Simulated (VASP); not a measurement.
# ZnS (P1) in VASP: single point with PBE

Aim: the single point of ZnS with PBE.

All numbers are computed with VASP 6.6.1; they aren't measurements. Logs are shortened: lines on timing, memory, paths and dates and some standing lists are left out, and cuts for length are marked.

### Step 1. The cell of the first run

The typed cell holds 32 atoms: a = 3.887 Å, b = 3.887 Å, c = 50.806 Å, α = 90.00°, β = 90.00°, γ = 120.00°.

### Step 2. Single point, PBE

INCAR reads:

```
SYSTEM = ZnS
  PREC = Accurate
  ENCUT = 520
  EDIFF = 1E-6
  ISMEAR = -1
  SIGMA = 0.0259
  LREAL = Auto
  LASPH = .TRUE.
  NELM = 80
  ALGO = Normal
  ISIF = 2
  LWAVE = .FALSE.
  LCHARG = .TRUE.
  GGA = PE
  LELF = .TRUE.
  LVHAR = .TRUE.
  NBANDS = 166
```

KPOINTS reads:

```
Automatic mesh
0
G
  3 3 1
  0 0 0
```

POSCAR reads:

```
ZnS
1.0
    3.8867093372      0.0000000000      0.0000000000
   -1.9433546686      3.3659890231      0.0000000000
    0.0000000000      0.0000000000     50.8057055556
Zn S
16 16
Direct
    0.3525515392      0.7719282452      0.5077784221
    0.2551196179      0.5703687644      0.8777957616
    0.5883792546      0.2859813248      0.1895895529
   -0.0388698142      0.0866523919      0.4425545272
    0.2974565265      0.5142705422      0.1263969456
    0.7182155452      0.1653481328      0.0049078937
    0.6726751980      0.3413386057      0.6293467171
    0.0377373417     -0.0430631232      0.2482291676
   -0.0280903473     -0.1562720485      0.9406318932
    0.6947708305      0.2813651481      0.8147140670
    0.2593997453      0.6505561916      0.6897954987
    0.0484126238      0.0024266270      0.7491532021
    0.5367268861      0.3795104474      0.3724282498
    0.0268460290      0.0586983495      0.5710105131
    0.3863607800      0.7177367435      0.3092428858
   -0.0072877644     -0.0669761542      0.0600652223
    0.6625157273      0.2730335701      0.0464015995
   -0.1124246948     -0.1237597619      0.1039189780
    0.2027707287      0.7451711764      0.3575107914
    0.5704162943      0.3688211671      0.4234547432
    0.6055595902      0.3230337332      0.6727532789
    0.3450362547      0.7268609562      0.5567597515
    0.5892409459      0.2085122664      0.8616525944
    0.0014971391      0.0685433014      0.4912148297
    0.0353677736     -0.1878868278      0.9865409889
    0.0431901639     -0.0216138554      0.7979351641
    0.3379525142      0.6630015679      0.7345854681
    0.0136616389      0.0658350335      0.2933738216
    0.2827079869      0.5288626872      0.9239076101
    0.0422755101      0.0046036989      0.6144253024
    0.2885954165      0.6348359978      0.1738616934
    0.7180625980      0.3344755411      0.2327058717
```

Potentials or basis: VASP PAW PBE potentials, release 64 (Zn, S).

Run with:

```
cat potpaw_PBE.64/Zn/POTCAR potpaw_PBE.64/S/POTCAR > POTCAR
mpirun -np 1 vasp_std > vasp.out
```

OUTCAR:

```text
SYSTEM = ZnS
   PREC = Accurate
   ENCUT = 520
   EDIFF = 1E-6
   ISMEAR = -1
   LREAL = Auto
   LASPH = .TRUE.
   NELM = 80
   ISIF = 2
   GGA = PE

 ion  position               nearest neighbor table
   1  0.353  0.772  0.508-  24 2.34  24 2.34  22 2.49  24 2.51
   2  0.255  0.570  0.878-  23 2.30  29 2.35  23 2.39  23 2.48
   3  0.588  0.286  0.190-  32 2.23  31 2.33  31 2.34  31 2.49
   4  0.961  0.087  0.443-  20 2.27  20 2.47  24 2.48  20 2.61
   5  0.297  0.514  0.126-  18 2.31  18 2.46  31 2.46  18 2.84
   6  0.718  0.165  0.005-  17 2.18  25 2.37  25 2.44  25 2.48
[... 24 lines left out ...]
  31  0.289  0.635  0.174-   3 2.33   3 2.34   5 2.46   3 2.49
  32  0.718  0.334  0.233-   3 2.23   8 2.24   8 2.43   8 2.48

  LATTYP: Found a hexagonal cell.
 ALAT       =     3.8867093372
 C/A-ratio  =    13.0716503725

  Lattice vectors:

 A1 = (   3.8867093372,   0.0000000000,   0.0000000000)
 A2 = (  -1.9433546686,   3.3659890231,   0.0000000000)
 A3 = (   0.0000000000,   0.0000000000,  50.8057055556)

Analysis of symmetry for initial positions (statically):
=====================================================================
 Subroutine PRICEL returns:
 Original cell was already a primitive cell.

 Routine SETGRP: Setting up the symmetry group for a
 hexagonal supercell.

 Subroutine GETGRP returns: Found  1 space group operations
 (whereof  1 operations were pure point group operations)
 out of a pool of 24 trial point group operations.

The static configuration has the point symmetry C_1 .

Analysis of symmetry for dynamics (positions and initial velocities):
=====================================================================
 Subroutine PRICEL returns:
 Original cell was already a primitive cell.

 Routine SETGRP: Setting up the symmetry group for a
 hexagonal supercell.

 Subroutine GETGRP returns: Found  1 space group operations
 (whereof  1 operations were pure point group operations)
 out of a pool of 24 trial point group operations.

The dynamic configuration has the point symmetry C_1 .

 Subroutine INISYM returns: Found  1 space group operations
 (whereof  1 operations are pure point group operations),
 and found     1 'primitive' translations

[... 136 lines left out ...]
   EDIFFG = 0.1E-04   stopping-criterion for IOM
   NSW    =      0    number of steps for IOM
   IBRION =     -1    ionic relax: 0-MD 1-quasi-New 2-CG
   NFREE  =      0    steps in history (QN), initial steepest desc. (CG)
   ISIF   =      2    stress and relaxation
   ISYM   =      2    0-nonsym 1-usesym 2-fastsym
   POTIM  = 0.5000    time-step for ionic-motion
   TEBEG  =    0.0;   TEEND  =   0.0 temperature during run
   PSTRESS=    0.0 pullay stress
   NELECT =     288.0000    total number of electrons
   NUPDOWN=      -1.0000    fix difference up-down
   EMIN   =  10.00;   EMAX   =-10.00  energy-range for DOS
   EFERMI =   0.00;   METHOD = LEGACY
   ISMEAR =    -1;   SIGMA  =   0.03  broadening in eV -4-tet -1-fermi 0-gaus
   EFERMI_NEDOS =   21; number of points for ismear=-14 and -15
   IALGO  =     38    algorithm
   IMIX   =      4    mixing-type and parameters
     AMIX     =   0.40;   BMIX     =  1.00
     AMIX_MAG =   1.60;   BMIX_MAG =  1.00
  volume/ion in A,a.u.               =      20.77       140.17
  Fermi-wavevector in a.u.,A,eV,Ry     =   1.238806  2.341004 20.880044  1.534640
  Thomas-Fermi vector in A             =   2.373316
   LORBIT       =      0    0 simple, 1 ext, 2 COOP (PROOUT), +10 PAW based schemes
   GGA     = PE    functional components
   LHFCALC =     F    Hartree Fock is set to
   AEXX    =    0.0000 exact exchange contribution
   IVDW    =     0    specifies the selected vdW correction
   LEPSILON=     F    determine dielectric tensor
   LRPA    =     F    only Hartree local field effects (RPA)
 non-spin polarized calculation
  energy-cutoff  :      520.00
  volume of cell :      664.67
 maximum number of plane-waves:     17979
 NGX is ok and might be reduce to    30
   NGX = 15   NGY = 15   NGZ =189

 number of electron     287.9999955 magnetization

 Free energy of the ion-electron system (eV)
  ---------------------------------------------------
  ext. energy  EPLUGINS =         0.00000000
  ---------------------------------------------------
  free energy    TOTEN  =      -105.40203679 eV

  energy without entropy =     -105.40203674  energy(sigma->0) =     -105.40203676

 E-fermi :   2.5424     XC(G=0):  -9.3805

 val. band max:        2.1414083704   @ k =   0.0000   0.0000   0.0000
 cond. band min:       2.9318921024   @ k =   0.0000   0.0000   0.0000
 fundamental gap:      0.7904837321
 Fermi energy:         2.5424236451

 k-point     1 :       0.0000    0.0000    0.0000
  band No.  band energies     occupation
      1     -12.1343      2.00000
      2     -11.6852      2.00000
      3     -11.4706      2.00000
      4     -11.2333      2.00000
      5     -11.1432      2.00000
      6     -11.0625      2.00000
[... 784 lines left out ...]
    155       6.5042      0.00000
    156       6.7013      0.00000
 [bands above 156 left out]

------------------------ aborting loop because EDIFF is reached ----------------------------------------

  FORCE on cell =-STRESS in cart. coord.  units (eV):
  Direction    XX          YY          ZZ          XY          YZ          ZX
  --------------------------------------------------------------------------------------
  -------------------------------------------------------------------------------------
  Total       -1.7713597     -0.9871599     -1.7050327      0.4041552      0.5153277     -1.4824994
  in kB       -4.2698251     -2.3795281     -4.1099453      0.9742077      1.2421865     -3.5735336
  external PRESSURE =      -3.5864328 kB  Pullay stress =       0.0000000 kB

 VOLUME and BASIS-vectors are now :
 -----------------------------------------------------------------------------
  energy-cutoff  :      520.00
  volume of cell :      664.67
      direct lattice vectors                 reciprocal lattice vectors
     3.886709337  0.000000000  0.000000000     0.257287055  0.148544751  0.000000000
    -1.943354669  3.365989023  0.000000000     0.000000000  0.297089501  0.000000000
     0.000000000  0.000000000 50.805705556     0.000000000  0.000000000  0.019682829

 POSITION                                       TOTAL-FORCE (eV/Angst)
 -----------------------------------------------------------------------------------
     -0.12986      2.59830     25.79804         0.097780     -0.485921      0.355963
     -0.11685      1.91986     44.59703         0.211768     -0.544091     -0.045810
      1.73110      0.96261      9.63223         0.309093      0.261514     -0.862710
      3.56724      0.29167     22.48430        -0.496221     -0.510468     -0.034141
      0.15672      1.73103      6.42169        -0.701819     -0.050844     -0.570901
      2.47016      0.55656      0.24935         0.085002     -0.372569     -1.897596
[... 24 lines left out ...]
     -0.11203      2.13685      8.83317        -0.139542     -0.430677     -0.790602
      2.14090      1.12584     11.82279        -0.118128     -0.901607      0.759968
 -----------------------------------------------------------------------------------
    total drift:                                0.004118     -0.006329      0.008885

  FREE ENERGIE OF THE ION-ELECTRON SYSTEM (eV)
  ---------------------------------------------------
  free  energy   TOTEN  =      -105.4020367930 eV

  energy  without entropy=     -105.4020367368  energy(sigma->0) =     -105.40203676
```

OSZICAR:

```text
N       E                     dE             d eps       ncg     rms          rms(c)
DAV:   1     0.284778673537E+04    0.28478E+04   -0.12589E+05  1660   0.206E+03
DAV:   2     0.450409572513E+03   -0.23974E+04   -0.23328E+04  1660   0.524E+02
DAV:   3    -0.617334724812E+02   -0.51214E+03   -0.48685E+03  1782   0.200E+02
[... 11 lines left out ...]
DAV:  15    -0.105402026074E+03   -0.37534E-05   -0.86148E-05  2072   0.514E-02    0.414E-02
DAV:  16    -0.105402031353E+03   -0.52790E-05   -0.25978E-05  2088   0.277E-02    0.158E-02
DAV:  17    -0.105402034591E+03   -0.32374E-05   -0.90785E-06  1856   0.233E-02    0.111E-02
DAV:  18    -0.105402036349E+03   -0.17579E-05   -0.33894E-06  1360   0.110E-02    0.532E-03
DAV:  19    -0.105402036793E+03   -0.44440E-06   -0.10581E-06  1024   0.679E-03
   1 F= -.10540204E+03 E0= -.10540204E+03  d E =-.561626E-07
```

stdout:

```text
POSCAR found type information on POSCAR ZnS
 POSCAR found :  2 types and      32 ions
 scaLAPACK will be used
 LDA part: xc-table for (Slater+PW92), standard interpolation
 -----------------------------------------------------------------------------
|                                                                             |
|           W    W    AA    RRRRR   N    N  II  N    N   GGGG   !!!           |
|           W    W   A  A   R    R  NN   N  II  NN   N  G    G  !!!           |
|           W    W  A    A  R    R  N N  N  II  N N  N  G       !!!           |
|           W WW W  AAAAAA  RRRRR   N  N N  II  N  N N  G  GGG   !            |
|           WW  WW  A    A  R   R   N   NN  II  N   NN  G    G                |
|           W    W  A    A  R    R  N    N  II  N    N   GGGG   !!!           |
|                                                                             |
|     One of the lattice vectors is very long (>50 A), but AMIN is rather     |
|     large. This can spoil convergence since charge sloshing might occur     |
|     along the long lattice vector. If problems with convergence are         |
|     observed, try to decrease AMIN to a smaller value (e.g. 0.01).          |
|     Note: This warning only applies if the self-consistency cycle is        |
|     used.                                                                   |
|                                                                             |
 -----------------------------------------------------------------------------

 POSCAR, INCAR and KPOINTS ok, starting setup
 FFT: planning ... GRIDC
 FFT: planning ... GRID_SOFT
 FFT: planning ... GRID
 WAVECAR not read
 entering main loop
```

It took 33 min on 1 thread of Oxide Virtual Turin-like, shared host; peak memory 0.84 GiB.

What came out:

| Item | Value |
| --- | --- |
| Free energy | -105.4020 eV |
| Pressure | -0.4 GPa |
| Largest force | 2.188 eV/Å |
| Band gap on the k mesh | 0.79 eV |

Forces on the atoms (eV/Å):
```
Zn   0.098 -0.486  0.356
Zn   0.212 -0.544 -0.046
Zn   0.309  0.262 -0.863
Zn  -0.496 -0.510 -0.034
Zn  -0.702 -0.051 -0.571
Zn   0.085 -0.373 -1.898
Zn   0.783  0.122 -0.695
Zn  -0.137  0.947  0.091
Zn  -0.536  0.311 -0.110
Zn  -0.054  0.205  0.027
Zn   0.130  0.062 -0.588
Zn  -0.740  0.084  0.849
Zn  -0.190  0.540  0.981
Zn  -0.382  0.080 -0.796
Zn  -1.043  0.084  0.656
Zn   0.056  0.140 -0.201
S   -0.200 -0.216  0.967
S    0.744  0.365  2.024
S    0.811 -0.727 -0.677
S    0.598  0.571 -0.214
S    0.074 -0.021  1.366
S    0.395 -0.065 -1.089
S    0.055  0.693 -0.217
S   -0.219  0.404 -0.398
S   -0.321  0.527  0.303
S   -0.190 -0.364 -0.308
S    0.713 -0.135  0.121
S    0.715 -0.149  0.139
S    0.669 -0.331  0.090
S   -0.978 -0.090  0.766
S   -0.140 -0.431 -0.791
S   -0.118 -0.902  0.760
```

Levels at points of the mesh, in eV from the valence-band top:
```csv
k point,band 142,band 143,band 144,band 145,band 146,band 147
"(0.00, 0.00, 0.00)",-0.04,-0.03,0.00,0.79,1.45,1.75
```

Caveat: the k points lie up to 0.62 Å⁻¹ apart; the atoms stand as in a frame of molecular dynamics; forces of over 1 eV/Å act on the atoms, so gaps and moduli don't describe the material at rest.
